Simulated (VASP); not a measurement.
Wanted: the native input for a VASP 6.6.1 run.

- Task: single point
- Functional: PBEsol
- Potentials or basis: VASP PAW PBE potentials, release 64 (Ru_pv, Br)
- Cutoff: 520 eV
- k mesh: 10 × 10 × 6
- Occupations: gaussian, width 0.05 eV
- Spin: no spin polarisation
- Dipole correction: no
- Further INCAR settings: ALGO = Normal; EDIFF = 1e-07; NBANDS = 21

The structure of RuBr2 lies in POSCAR:

```
RuBr2
1.0
    3.7242458787      0.0000000000      0.0000000000
   -1.8621229394      3.2252915409      0.0000000000
    0.0000000000      0.0000000000      5.7995567870
Ru Br
1 2
Direct
    0.0053702147      0.0000000000      0.0000000000
    0.3333333333      0.6666666667      0.2214045506
    0.6666666667      0.3333333333      0.7785954494
```

This cell differs from its parent crystal: atom 1 (Ru) moved 0.02 Å along x.

The input as run:

INCAR

```
PREC = Accurate
ENCUT = 520
EDIFF = 1E-7
ISMEAR = 0
SIGMA = 0.05
LREAL = F
LASPH = T
NELM = 60
ALGO = Normal
ISIF = 2
LWAVE = F
LCHARG = F
GGA = PS
NBANDS = 21
```

KPOINTS

```
regular mesh
0
Gamma
  10 10 6
```

Potentials or basis: VASP PAW PBE potentials, release 64 (Ru_pv, Br).

The run is started by

```bash
$ cat potpaw_PBE.64/Ru_pv/POTCAR potpaw_PBE.64/Br/POTCAR > POTCAR
$ mpirun -np 1 vasp_std > vasp.out
```

Results of the run:

```
Pressure               : 0.1 GPa
Largest force          : 0.250 eV/Å
Band gap on the k mesh : 0.81 eV, indirect (least direct gap 0.87 eV)
```

Caveat: the cell differs from its parent crystal (atom 1 (Ru) moved 0.02 Å along x); the PAW data sets were made with another functional, which shifts forces and pressure a little; this functional lacks dispersion, which binds the layers, so the pressure and a relaxed spacing across them are unreliable.

It took 6.6 min on 1 thread of Oxide Virtual Turin-like Processor (shared host), peak memory 0.32 GiB.
